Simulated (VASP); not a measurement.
# La (P6_3/mmc) in VASP: further runs

The runs below take La through single point, with PBEsol.

All numbers are computed with VASP 6.6.1; they aren't measurements. Logs are shortened: lines on timing, memory, paths and dates and some standing lists are left out, and cuts for length are marked.

### Step 1. The cell of the first run

The structure is hexagonal, space group P6_3/mmc (No. 194). The conventional cell has a = 3.122 Å, b = 3.122 Å, c = 5.383 Å, α = 90.00°, β = 90.00°, γ = 120.00°. La (site symmetry -6m2) has 12 La at 3.12 to 3.24 Å within 4.1 Å.

### Step 2. Single point, PBEsol

INCAR

```
SYSTEM = La
ALGO     = Fast           ! electronic algorithm
EDIFF    = 1E-6           ! SCF threshold, eV
ENCUT    = 520            ! plane-wave cutoff, eV
GGA      = PS             ! functional
ISIF     = 2              ! what is computed and relaxed
ISMEAR   = -1             ! smearing method
LASPH    = .TRUE.         ! aspherical terms in the spheres
LCHARG   = .FALSE.        ! write CHGCAR
LREAL    = .FALSE.        ! projectors in reciprocal space
LWAVE    = .FALSE.        ! write WAVECAR
NBANDS   = 18             ! bands
NELM     = 80             ! most SCF steps
PREC     = Accurate       ! precision mode
SIGMA    = 0.05           ! smearing width, eV
```

KPOINTS

```
k-points
0
G
  8 8 5
  0 0 0
```

POSCAR

```
La
1.0
    3.1218397831      0.0000000000      0.0000000000
   -1.5609198915      2.7035925587      0.0000000000
    0.0000000000      0.0000000000      5.3827903707
La
2
Direct
    0.6666666667      0.3333333333      0.7500000000
    0.3333333333      0.6666666667      0.2500000000
```

Potentials or basis: VASP PAW PBE potentials, release 64 (La).

Command:

```
$ cat potpaw_PBE.64/La/POTCAR > POTCAR
$ mpirun -np 1 vasp_std > vasp.out
```

OUTCAR:

```text
SYSTEM = La
   EDIFF = 1E-6
   ENCUT = 520
   GGA = PS
   ISIF = 2
   ISMEAR = -1
   LASPH = .TRUE.
   LREAL = .FALSE.
   NELM = 80
   PREC = Accurate

 ion  position               nearest neighbor table
   1  0.667  0.333  0.750-   2 3.24   2 3.24   2 3.24   2 3.24   2 3.24   2 3.24
   2  0.333  0.667  0.250-   1 3.24   1 3.24   1 3.24   1 3.24   1 3.24   1 3.24

  LATTYP: Found a hexagonal cell.
 ALAT       =     3.1218397831
 C/A-ratio  =     1.7242365863

  Lattice vectors:

 A1 = (   3.1218397831,   0.0000000000,   0.0000000000)
 A2 = (  -1.5609198915,   2.7035925587,   0.0000000000)
 A3 = (   0.0000000000,   0.0000000000,   5.3827903707)

Analysis of symmetry for initial positions (statically):
=====================================================================
 Subroutine PRICEL returns:
 Original cell was already a primitive cell.

 Routine SETGRP: Setting up the symmetry group for a
 hexagonal supercell.

 Subroutine GETGRP returns: Found 24 space group operations
 (whereof 12 operations were pure point group operations)
 out of a pool of 24 trial point group operations.

The static configuration has the point symmetry D_3d.
 The point group associated with its full space group is D_6h.

Analysis of symmetry for dynamics (positions and initial velocities):
=====================================================================
 Subroutine PRICEL returns:
 Original cell was already a primitive cell.

 Routine SETGRP: Setting up the symmetry group for a
 hexagonal supercell.

 Subroutine GETGRP returns: Found 24 space group operations
 (whereof 12 operations were pure point group operations)
 out of a pool of 24 trial point group operations.

The dynamic configuration has the point symmetry D_3d.
 The point group associated with its full space group is D_6h.

 Subroutine INISYM returns: Found 24 space group operations
 (whereof 12 operations are pure point group operations),
 and found     1 'primitive' translations

----------------------------------------------------------------------------------------

                                     Primitive cell

  volume of cell :      45.4317

  direct lattice vectors                    reciprocal lattice vectors
     3.121839783  0.000000000  0.000000000     0.320323934  0.184939109  0.000000000
    -1.560919891  2.703592559  0.000000000     0.000000000  0.369878219  0.000000000
     0.000000000  0.000000000  5.382790371     0.000000000  0.000000000  0.185777251

  length of vectors
     3.121839783  3.121839783  5.382790371     0.369878219  0.369878219  0.185777251

  position of ions in fractional coordinates (direct lattice)
     0.666666667  0.333333333  0.750000000
     0.333333333  0.666666667  0.250000000

  ion indices of the primitive-cell ions
   primitive index   ion index
                 1           1
                 2           2

----------------------------------------------------------------------------------------

 KPOINTS: k-points

Automatic generation of k-mesh.
 Grid dimensions read from file:
 generate k-points for:    8    8    5

 Generating k-lattice:

  Cartesian coordinates                     Fractional coordinates (reciprocal lattice)
     0.040040492  0.023117389  0.000000000     0.125000000  0.000000000  0.000000000
     0.000000000  0.046234777  0.000000000     0.000000000  0.125000000  0.000000000
     0.000000000  0.000000000  0.037155450     0.000000000  0.000000000  0.200000000

  Length of vectors
     0.046234777  0.046234777  0.037155450

  Shift w.r.t. Gamma in fractional coordinates (k-lattice)
     0.000000000  0.000000000  0.000000000

 Subroutine IBZKPT returns following result:
 ===========================================

 Found     30 irreducible k-points:

 Following reciprocal coordinates:
            Coordinates               Weight
  0.000000  0.000000  0.000000      1.000000
  0.125000 -0.000000  0.000000      6.000000
  0.250000 -0.000000  0.000000      6.000000
  0.375000  0.000000  0.000000      6.000000
  0.500000 -0.000000  0.000000      3.000000
  0.125000  0.125000  0.000000      6.000000
[... 16 lines left out ...]
  0.250000 -0.000000  0.400000     12.000000
  0.375000  0.000000  0.400000     12.000000
 [... further k-points ...]
   k-points           NKPTS =     30   k-points in BZ     NKDIM =     30   number of bands    NBANDS=     18
   number of dos      NEDOS =    301   number of ions     NIONS =      2
   total plane-waves  NPLWV =  23040
   dimension x,y,z NGX =    24 NGY =   24 NGZ =   40
   dimension x,y,z NGXF=    48 NGYF=   48 NGZF=   80
   ions per type =               2
   NGX,Y,Z   is equivalent  to a cutoff of  12.78, 12.78, 12.35 a.u.
   NGXF,Y,Z  is equivalent  to a cutoff of  25.56, 25.56, 24.71 a.u.
 SYSTEM =  La
   PREC   = accura    normal or accurate (medium, high low for compatibility)
   ISTART =      0    job   : 0-new  1-cont  2-samecut
   ICHARG =      2    charge: 1-file 2-atom 10-const
   ISPIN  =      1    spin polarized calculation?
   LNONCOLLINEAR =      F non collinear calculations
   LSORBIT =      F    spin-orbit coupling
   LASPH  =      T    aspherical Exc in radial PAW
   ENCUT  =  520.0 eV  38.22 Ry    6.18 a.u.   5.80  5.80 10.01*2*pi/ulx,y,z
   NELM   =     80;   NELMIN=  2; NELMDL= -5     # of ELM steps
   EDIFF  = 0.1E-05   stopping-criterion for ELM
   LREAL  =      F    real-space projection
   EDIFFG = 0.1E-04   stopping-criterion for IOM
   NSW    =      0    number of steps for IOM
   IBRION =     -1    ionic relax: 0-MD 1-quasi-New 2-CG
   NFREE  =      0    steps in history (QN), initial steepest desc. (CG)
   ISIF   =      2    stress and relaxation
   ISYM   =      2    0-nonsym 1-usesym 2-fastsym
   POTIM  = 0.5000    time-step for ionic-motion
   TEBEG  =    0.0;   TEEND  =   0.0 temperature during run
   PSTRESS=    0.0 pullay stress
   NELECT =      22.0000    total number of electrons
   NUPDOWN=      -1.0000    fix difference up-down
   EMIN   =  10.00;   EMAX   =-10.00  energy-range for DOS
   EFERMI =   0.00;   METHOD = LEGACY
   ISMEAR =    -1;   SIGMA  =   0.05  broadening in eV -4-tet -1-fermi 0-gaus
   EFERMI_NEDOS =   21; number of points for ismear=-14 and -15
   IALGO  =     68    algorithm
   IMIX   =      4    mixing-type and parameters
     AMIX     =   0.40;   BMIX     =  1.00
     AMIX_MAG =   1.60;   BMIX_MAG =  1.00
  volume/ion in A,a.u.               =      22.72       153.29
  Fermi-wavevector in a.u.,A,eV,Ry     =   1.285571  2.429376 22.486239  1.652692
  Thomas-Fermi vector in A             =   2.417697
   LORBIT       =      0    0 simple, 1 ext, 2 COOP (PROOUT), +10 PAW based schemes
   GGA     = PS    functional components
   LHFCALC =     F    Hartree Fock is set to
   AEXX    =    0.0000 exact exchange contribution
   IVDW    =     0    specifies the selected vdW correction
   LEPSILON=     F    determine dielectric tensor
   LRPA    =     F    only Hartree local field effects (RPA)
 non-spin polarized calculation
 RMM-DIIS sequential band-by-band and
  energy-cutoff  :      520.00
  volume of cell :       45.43
 maximum number of plane-waves:      1237
 NGX is ok and might be reduce to    24
   NGX = 11   NGY = 11   NGZ = 21

 number of electron      21.9999998 magnetization

 Free energy of the ion-electron system (eV)
  ---------------------------------------------------
  ext. energy  EPLUGINS =         0.00000000
  ---------------------------------------------------
  free energy    TOTEN  =        -9.53631907 eV

  energy without entropy =       -9.51909251  energy(sigma->0) =       -9.52770579

 E-fermi :  13.6218     XC(G=0): -11.8852

 val. band max:       13.6169177625   @ k =   0.1250  -0.0000   0.0000
 cond. band min:      13.7000216835   @ k =   0.5000  -0.0000   0.2000
 fundamental gap:      0.0831039210
 Fermi energy:        13.6217736210

 k-point     1 :       0.0000    0.0000    0.0000
  band No.  band energies     occupation
      1     -19.4492      2.00000
      2     -18.5098      2.00000
      3      -4.9817      2.00000
      4      -0.5576      2.00000
      5      -0.5576      2.00000
      6      -0.4883      2.00000
[... 10 lines left out ...]
     17      15.9678      0.00000
     18      16.1754      0.00000

 k-point     2 :       0.1250   -0.0000    0.0000
  band No.  band energies     occupation
      1     -19.3087      2.00000
      2     -18.4146      2.00000
      3      -4.7826      2.00000
      4      -1.3610      2.00000
      5      -0.8158      2.00000
      6      -0.7856      2.00000
[... 10 lines left out ...]
     17      15.9669      0.00000
     18      16.5312      0.00000

 k-point     3 :       0.2500   -0.0000    0.0000
  band No.  band energies     occupation
      1     -18.9353      2.00000
      2     -18.1847      2.00000
      3      -4.2233      2.00000
      4      -2.9931      2.00000
      5      -2.3614      2.00000
      6      -1.2555      2.00000
[... 10 lines left out ...]
     17      16.3921      0.00000
     18      16.5231      0.00000

 k-point     4 :       0.3750    0.0000    0.0000
  band No.  band energies     occupation
      1     -18.4836      2.00000
      2     -17.9754      2.00000
      3      -4.3729      2.00000
      4      -3.7096      2.00000
      5      -3.4485      2.00000
      6      -1.6596      2.00000
[... 375 lines left out ...]
      4      -2.3635      2.00000
      5      -1.0921      2.00000
      6      -0.8461      2.00000
[... 10 lines left out ...]
     17      16.1427      0.00000
     18      16.3235      0.00000

 k-point    23 :       0.2500   -0.0000    0.4000
  band No.  band energies     occupation
      1     -18.6932      2.00000
      2     -18.4621      2.00000
      3      -3.6519      2.00000
      4      -3.1203      2.00000
      5      -2.1684      2.00000
      6      -1.4607      2.00000
[... 10 lines left out ...]
     17      16.2407      0.00000
     18      16.4153      0.00000

 k-point    24 :       0.3750    0.0000    0.4000
  band No.  band energies     occupation
      1     -18.3139      2.00000
      2     -18.1570      2.00000
      3      -4.5478      2.00000
      4      -4.3093      2.00000
      5      -2.1510      2.00000
      6      -1.4689      2.00000
[... 10 lines left out ...]
     17      16.4373      0.00000
     18      16.5841      0.00000

 [... further k-points ...]
[... 5 lines left out ...]
  --------------------------------------------------------------------------------------
  -------------------------------------------------------------------------------------
  Total        5.7799915      5.7799915      5.7613108      0.0000000     -0.0000000      0.0000000
  in kB      203.8348606    203.8348606    203.1760744      0.0000000     -0.0000000      0.0000000
  external PRESSURE =     203.6152652 kB  Pullay stress =       0.0000000 kB

 VOLUME and BASIS-vectors are now :
 -----------------------------------------------------------------------------
  energy-cutoff  :      520.00
  volume of cell :       45.43
      direct lattice vectors                 reciprocal lattice vectors
     3.121839783  0.000000000  0.000000000     0.320323934  0.184939109  0.000000000
    -1.560919891  2.703592559  0.000000000     0.000000000  0.369878219  0.000000000
     0.000000000  0.000000000  5.382790371     0.000000000  0.000000000  0.185777251

 POSITION                                       TOTAL-FORCE (eV/Angst)
 -----------------------------------------------------------------------------------
      1.56092      0.90120      4.03709        -0.000000      0.000000      0.000000
     -0.00000      1.80240      1.34570         0.000000      0.000000      0.000000
 -----------------------------------------------------------------------------------
    total drift:                                0.000000     -0.000000      0.000000

  FREE ENERGIE OF THE ION-ELECTRON SYSTEM (eV)
  ---------------------------------------------------
  free  energy   TOTEN  =        -9.5363190657 eV

  energy  without entropy=       -9.5190925140  energy(sigma->0) =       -9.52770579
```

Run time: 65 s. Hardware: 1 thread of AMD EPYC 9R45 (Zen 5), shared host; peak memory 0.15 GiB.

Results:

```
Free energy            : -9.5363 eV
Pressure               : 20.4 GPa
Band gap on the k mesh : zero (band 11 reaches 14.49 eV, above the bottom of band 12 at 12.27 eV)
```

Caveat: the PAW data sets were made with another functional, which shifts forces and pressure a little; spin-orbit coupling is left out, which moves the levels of the heavy elements.

### Step 3. Single point, PBEsol

This run uses another cell than the first one, of 26.01 Å³/atom, 1.145 times its volume.

INCAR

```
  PREC = Accurate
  ENCUT = 520
  EDIFF = 1E-6
  ISMEAR = -1
  SIGMA = 0.05
  LREAL = F
  LASPH = T
  NELM = 80
  ALGO = Normal
  ISIF = 2
  LWAVE = F
  LCHARG = T
  GGA = PS
  LELF = T
  LVHAR = T
  NBANDS = 18
```

KPOINTS

```
Automatic mesh
0
Gamma
  8 8 5
```

POSCAR

```
La
1.0
    3.2872330488      0.0000000000      0.0000000000
   -1.6436165244      2.8468273284      0.0000000000
    0.0000000000      0.0000000000      5.5591988852
La
2
Direct
    0.6666666667      0.3333333333      0.7500000000
    0.3333333333      0.6666666667      0.2500000000
```

Potentials or basis: VASP PAW PBE potentials, release 64 (La).

Command:

```
$ cat potpaw_PBE.64/La/POTCAR > POTCAR
$ mpirun -np 1 vasp_std > vasp.out
```

It took 22 s on 1 thread of AMD EPYC 9R45 (Zen 5), shared host; peak memory 0.15 GiB.

It converged, with:

| Item | Value |
| --- | --- |
| Free energy | -10.1443 eV |
| Pressure | 10.2 GPa |
| Band gap on the k mesh | zero (band 11 reaches 12.53 eV, above the bottom of band 12 at 10.81 eV) |

Levels at points of the mesh, in eV from the Fermi level:
```tsv
k point	band 8	band 9	band 10	band 11	band 12	band 13	band 14	band 15
(0.00, 0.00, 0.00)	-14.39	-2.49	-2.05	0.79	1.56	1.56	1.79	1.89
(0.50, 0.00, 0.00)	-14.92	-2.66	-1.99	-1.34	1.56	1.67	1.76	1.90
```

Caveat: the PAW data sets were made with another functional, which shifts forces and pressure a little; spin-orbit coupling is left out, which moves the levels of the heavy elements.
